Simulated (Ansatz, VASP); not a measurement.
**O: VASP beside Ansatz**

File INCAR:

```
SYSTEM = O
PREC = Accurate
ENCUT = 520
EDIFF = 1E-8
ISMEAR = -1
SIGMA = 0.02
LREAL = .FALSE.
LASPH = .TRUE.
NELM = 100
ALGO = Normal
ISIF = 2
LWAVE = .FALSE.
LCHARG = .FALSE.
GGA = PE
LEFG = .TRUE.
NBANDS = 13
```

KPOINTS

```
regular mesh
0
G
  10 10 10
  0 0 0
```

The input POSCAR:

```
O
1.0
    1.4420794467      0.8325849567      3.4531511960
   -1.4420794467      0.8325849567      3.4531511960
    0.0000000000     -1.6651699134      3.4531511960
O
2
Direct
    0.0577000000      0.0577000000      0.0577000000
    0.9423000000      0.9423000000      0.9423000000
```

Input for Ansatz:

```yaml
crystal:
  lattice:
    - [1.4420794467, 0.8325849567, 3.453151196]
    - [-1.4420794467, 0.8325849567, 3.453151196]
    - [0.0, -1.6651699134, 3.453151196]
  atoms:
    - { symbol: O, position: [0.0577, 0.0577, 0.0577] }
    - { symbol: O, position: [0.9423, 0.9423, 0.9423] }
kpoints:
  mp_grid: { grid: [10, 10, 10] }
scf:
  occupations: { method: fermi_dirac, width: 0.02 }
hamiltonian:
  xc: pbe
  pseudopotentials: { kind: paw }
output:
  forces: true
  stress: true
  eigenvalues: true
  efg: { contact_densities: true }
  write_density: true
  write_potential: true
  elf: true
  volumetric_format: npy
```

Change from the starting cell: volume scaled by 1.04, PAW files.

Alike in both runs: task electric field gradients; functional PBE; k mesh 10 × 10 × 10; occupations fermi-dirac, width 0.02 eV; no spin polarisation.

|  | VASP | Ansatz |
| --- | --- | --- |
| version | VASP 6.6.1 | Ansatz 0.2.0 |
| potentials or method | VASP PAW PBE potentials, release 64 (O) | PAW with Ansatz's default frozen-core files, scalar-relativistic |
| plane-wave cutoff (eV) | 520 | 420 |
| valence electrons in the cell | 12 | 12 |

```csv
,VASP,Ansatz,Ansatz less VASP
pressure (GPa),4.8,1.4,-3.34
"traceless stress, the component that is largest in VASP (GPa)",22.15,14.76,-7.391
rms of the force components (eV/Å),1.623,0.779,-0.8440
size of Vzz on the site where it differs most (V/Å²),123.3,122.0,-1.32
```

Atom by atom the forces differ by 0.844 eV/Å (rms over components). The functional is the same, so the differences come from potentials, cutoffs and numerics.

Noted on VASP's run: the standard files for N, O and F lose accuracy on very short bonds; spin is off for a triplet molecule.
